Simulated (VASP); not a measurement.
# TiSi2 (P6/mmm) in VASP: settings compared

Aim: see how the results for TiSi2 move with the level of theory and the settings. Levels: LDA, r2SCAN-based global hybrid with 25 % exact exchange, r2SCAN-based global hybrid with 10 % exact exchange. Tasks: relaxation of cell and atoms, single point.

Everything below comes from runs of VASP 6.6.1. Logs are shortened: lines on timing, memory, paths and dates and some standing lists are left out, and cuts for length are marked.

**1. The cell of the first run**

Symmetry: P6/mmm, No. 191, hexagonal system. The conventional cell has a = 4.375 Å, b = 4.375 Å, c = 2.561 Å, α = 90.00°, β = 90.00°, γ = 120.00°. Within 3.4 Å of Ti (site symmetry 6/mmm) lie 2 Ti at 2.56 Å and 12 Si at 2.83 Å. Within 3.3 Å of Si (site symmetry -6m2) lie 5 Si at 2.53 to 2.56 Å and 6 Ti at 2.83 Å.

**2. Relaxation of cell and atoms, LDA**

Input file INCAR:

```
PREC = Accurate ; ENCUT = 600
EDIFF = 1E-7 ; ISMEAR = -1
SIGMA = 0.05 ; LREAL = F
LASPH = T ; NELM = 100
ALGO = Normal ; ISIF = 3
LWAVE = F ; LCHARG = F
IBRION = 2 ; NSW = 80
EDIFFG = -0.02
```

Input file KPOINTS:

```
regular mesh
0
Gamma
  6 6 8
```

Input file POSCAR:

```
TiSi2
1.0
    4.3746400000      0.0000000000      0.0000000000
   -2.1873200000      3.7885500000      0.0000000000
    0.0000000000      0.0000000000      2.5610100000
Ti Si
1 2
Direct
    0.0000000000      0.0000000000      0.0000000000
    0.3333300000      0.6666700000      0.5000000000
    0.6666700000      0.3333300000      0.5000000000
```

Potentials or basis: VASP PAW LDA potentials, release 64 (Ti_sv, Si).

Run with:

```bash
$ cat potpaw_LDA.64/Ti_sv/POTCAR potpaw_LDA.64/Si/POTCAR > POTCAR
$ mpirun -np 1 vasp_std > vasp.out
```

OUTCAR:

```text
PREC = Accurate
   ENCUT = 600
   EDIFF = 1E-7
   ISMEAR = -1
   LREAL = F
   LASPH = T
   NELM = 100
   ISIF = 3
   IBRION = 2
   NSW = 80
   EDIFFG = -0.02

 ion  position               nearest neighbor table
   1  0.000  0.000  0.000-   2 2.83   3 2.83   2 2.83   3 2.83   3 2.83   3 2.83   2 2.83   2 2.83
                             3 2.83   3 2.83   2 2.83   2 2.83
   2  0.333  0.667  0.500-   3 2.53   3 2.53   3 2.53   1 2.83   1 2.83   1 2.83   1 2.83   1 2.83
                             1 2.83
   3  0.667  0.333  0.500-   2 2.53   2 2.53   2 2.53   1 2.83   1 2.83   1 2.83   1 2.83   1 2.83
                             1 2.83

  LATTYP: Found a hexagonal cell.
 ALAT       =     4.3746400000
 C/A-ratio  =     0.5854218861

  Lattice vectors:

 A1 = (   4.3746400000,   0.0000000000,   0.0000000000)
 A2 = (  -2.1873200000,   3.7885500000,   0.0000000000)
 A3 = (   0.0000000000,   0.0000000000,   2.5610100000)

Analysis of symmetry for initial positions (statically):
=====================================================================
 Subroutine PRICEL returns:
 Original cell was already a primitive cell.

 Routine SETGRP: Setting up the symmetry group for a
 hexagonal supercell.

 Subroutine GETGRP returns: Found  8 space group operations
 (whereof  8 operations were pure point group operations)
 out of a pool of 24 trial point group operations.

The static configuration has the point symmetry D_2h.

Analysis of symmetry for dynamics (positions and initial velocities):
=====================================================================
 Subroutine PRICEL returns:
 Original cell was already a primitive cell.

 Routine SETGRP: Setting up the symmetry group for a
 hexagonal supercell.

 Subroutine GETGRP returns: Found  8 space group operations
 (whereof  8 operations were pure point group operations)
 out of a pool of 24 trial point group operations.

The dynamic configuration has the point symmetry D_2h.

 Subroutine INISYM returns: Found  8 space group operations
 (whereof  8 operations are pure point group operations),
 and found     1 'primitive' translations

----------------------------------------------------------------------------------------

                                     Primitive cell

  volume of cell :      42.4450

  direct lattice vectors                    reciprocal lattice vectors
     4.374640000  0.000000000  0.000000000     0.228590238  0.131976614  0.000000000
    -2.187320000  3.788550000  0.000000000     0.000000000  0.263953227  0.000000000
[... 103 lines left out ...]
   EFERMI_NEDOS =   21; number of points for ismear=-14 and -15
   IALGO  =     38    algorithm
   IMIX   =      4    mixing-type and parameters
     AMIX     =   0.40;   BMIX     =  1.00
     AMIX_MAG =   1.60;   BMIX_MAG =  1.00
  volume/ion in A,a.u.               =      14.15        95.48
  Fermi-wavevector in a.u.,A,eV,Ry     =   1.273921  2.407362 22.080564  1.622876
  Thomas-Fermi vector in A             =   2.406718
   LORBIT       =      0    0 simple, 1 ext, 2 COOP (PROOUT), +10 PAW based schemes
   GGA     = CA    functional components
   LHFCALC =     F    Hartree Fock is set to
   AEXX    =    0.0000 exact exchange contribution
   IVDW    =     0    specifies the selected vdW correction
   LEPSILON=     F    determine dielectric tensor
   LRPA    =     F    only Hartree local field effects (RPA)
 conjugate gradient relaxation of ions
 non-spin polarized calculation
  energy-cutoff  :      600.00
  volume of cell :       42.45
 maximum number of plane-waves:      1434
   NGX = 17   NGY = 17   NGZ = 11

--------------------------------------- Ionic step        1  -------------------------------------------

 number of electron      20.0000000 magnetization

 Free energy of the ion-electron system (eV)
  ---------------------------------------------------
  ext. energy  EPLUGINS =         0.00000000
  ---------------------------------------------------
  free energy    TOTEN  =       -21.49890582 eV

  energy without entropy =      -21.48063688  energy(sigma->0) =      -21.48977135

------------------------ aborting loop because EDIFF is reached ----------------------------------------

  FORCE on cell =-STRESS in cart. coord.  units (eV):
  Direction    XX          YY          ZZ          XY          YZ          ZX
  --------------------------------------------------------------------------------------
  -------------------------------------------------------------------------------------
  Total       -1.9774745     -1.9773240     -1.9175946      0.0001309      0.0000000      0.0000000
  in kB      -74.6439930    -74.6383120    -72.3836992      0.0049413      0.0000000      0.0000000
  external PRESSURE =     -73.8886681 kB  Pullay stress =       0.0000000 kB
[... 172 lines left out ...]
--------------------------------------- Ionic step        6  -------------------------------------------

 number of electron      20.0000003 magnetization

 Free energy of the ion-electron system (eV)
  ---------------------------------------------------
  ext. energy  EPLUGINS =         0.00000000
  ---------------------------------------------------
  free energy    TOTEN  =       -21.55474883 eV

  energy without entropy =      -21.53875804  energy(sigma->0) =      -21.54675343

 E-fermi :  11.3033     XC(G=0): -12.0845

 val. band max:       11.2775085989   @ k =   0.3333   0.0000   0.5000
 cond. band min:      11.3053843423   @ k =  -0.1667   0.1667   0.5000
 fundamental gap:      0.0278757434
 Fermi energy:        11.3032620337

 k-point     1 :       0.0000    0.0000    0.0000
  band No.  band energies     occupation
      1     -44.6771      2.00000
      2     -21.3922      2.00000
      3     -21.3922      2.00000
      4     -20.6662      2.00000
      5      -2.3312      2.00000
      6       5.7373      2.00000
      7       5.7374      2.00000
      8       6.2325      2.00000
      9       9.5241      2.00000
     10      10.3103      2.00000
     11      10.3104      2.00000
     12      14.2132      0.00000
     13      14.2132      0.00000
     14      14.8323      0.00000
[... 377 lines left out ...]
      1     -44.6470      2.00000
      2     -21.3851      2.00000
      3     -21.3748      2.00000
      4     -20.8566      2.00000
      5      -0.1959      2.00000
      6       1.4369      2.00000
      7       5.0054      2.00000
      8       8.7802      2.00000
      9      10.2546      2.00000
     10      10.8390      1.99981
     11      12.7439      0.00000
     12      13.3800      0.00000
     13      13.8991      0.00000
     14      15.0210      0.00000

 [... further k-points ...]
[... 5 lines left out ...]
  --------------------------------------------------------------------------------------
  -------------------------------------------------------------------------------------
  Total        0.0360664      0.0360082      0.0444683     -0.0000504      0.0000000      0.0000000
  in kB        1.4406260      1.4383029      1.7762315     -0.0020123      0.0000000      0.0000000
  external PRESSURE =       1.5517201 kB  Pullay stress =       0.0000000 kB
[... 18 lines left out ...]
  FREE ENERGIE OF THE ION-ELECTRON SYSTEM (eV)
  ---------------------------------------------------
  free  energy   TOTEN  =       -21.5547488301 eV

  energy  without entropy=      -21.5387580386  energy(sigma->0) =      -21.54675343

 reached required accuracy - stopping structural energy minimisation
```

OSZICAR:

```text
N       E                     dE             d eps       ncg     rms          rms(c)
DAV:   1     0.139667943501E+03    0.13967E+03   -0.10698E+04  1820   0.163E+03
DAV:   2    -0.120070281044E+02   -0.15167E+03   -0.14934E+03  1850   0.384E+02
DAV:   3    -0.228331707138E+02   -0.10826E+02   -0.10590E+02  2966   0.876E+01
DAV:   4    -0.231460034439E+02   -0.31283E+00   -0.31058E+00  2282   0.140E+01
[... 56 lines left out ...]
DAV:   1    -0.215547676367E+02   -0.24153E-04   -0.93561E-04  2006   0.413E-01    0.285E-02
DAV:   2    -0.215547550887E+02    0.12548E-04   -0.58893E-05  1914   0.773E-02    0.158E-02
DAV:   3    -0.215547501132E+02    0.49755E-05   -0.11506E-05  2360   0.345E-02    0.682E-03
DAV:   4    -0.215547488405E+02    0.12727E-05   -0.56421E-06  2434   0.236E-02    0.155E-03
DAV:   5    -0.215547488301E+02    0.10397E-07   -0.35083E-07  1890   0.620E-03
   6 F= -.21554749E+02 E0= -.21546753E+02  d E =-.626599E-03
```

Run time: 3.5 min. Hardware: 1 thread of Intel Xeon 8259CL, shared host; peak memory 0.19 GiB.

Results:

```yaml
Free_energy: -21.5547 eV
Relaxed_volume: 13.37 Å³/atom
Relaxed_cell: a = 4.284 Å, b = 4.284 Å, c = 2.523 Å, α = 90.00°, β = 90.00°, γ = 120.00°
Space_group_after_relaxing_to_0.1_Å: P6/mmm (No. 191)
Energy_gained_by_relaxing: 18.6 meV/atom
Ionic_steps: 6
Pressure_after_relaxing: 0.2 GPa
Band_gap_on_the_k_mesh: zero (bands 10 and 11 overlap by 3.08 eV)
```

Step by step:
| step | energy change (eV) | largest force (eV/Å) | pressure (GPa) | volume (Å³) |
| --- | --- | --- | --- | --- |
| 1 | 0.0000 | 0.0002 | -7.39 | 42.45 |
| 2 | -0.0224 | 0.0002 | 6.80 | 38.56 |
| 3 | -0.0552 | 0.0002 | -0.01 | 40.18 |
| 4 | -0.0552 | 0.0002 | 0.15 | 40.13 |
| 5 | -0.0558 | 0.0001 | 0.16 | 40.11 |
| 6 | -0.0558 | 0.0001 | 0.16 | 40.11 |

Final structure:
```
Ti Si
1.0
     4.28416    0.00001    0.00000
    -2.14207    3.71020    0.00000
     0.00000    0.00000    2.52347
Ti Si
1 2
Direct
  0.00000 0.00000 0.00000
  0.33333 0.66667 0.50000
  0.66667 0.33333 0.50000
```

Levels at points of the mesh, in eV from the Fermi level:
```csv
k point,band 6,band 7,band 8,band 9,band 10,band 11,band 12,band 13,band 14
"(0.00, 0.00, 0.00)",-5.57,-5.57,-5.07,-1.78,-0.99,-0.99,2.91,2.91,3.53
"(0.50, 0.00, 0.00)",-10.57,-5.55,-4.28,-0.90,-0.76,2.56,2.61,2.84,3.70
"(0.50, 0.50, 0.00)",-10.57,-5.55,-4.28,-0.90,-0.76,2.56,2.61,2.84,3.70
"(0.00, 0.00, 0.50)",-7.44,-2.58,-2.58,-1.00,-1.00,-0.88,-0.51,-0.51,1.77
"(0.50, 0.00, 0.50)",-5.54,-5.53,-4.84,-4.09,0.89,1.17,1.31,1.80,2.15
"(0.50, 0.50, 0.50)",-5.54,-5.53,-4.84,-4.09,0.89,1.17,1.31,1.80,2.15
```

[end of part 1 of 2]

The gap in the log of VASP goes by the Fermi energy; the results here count the filled bands.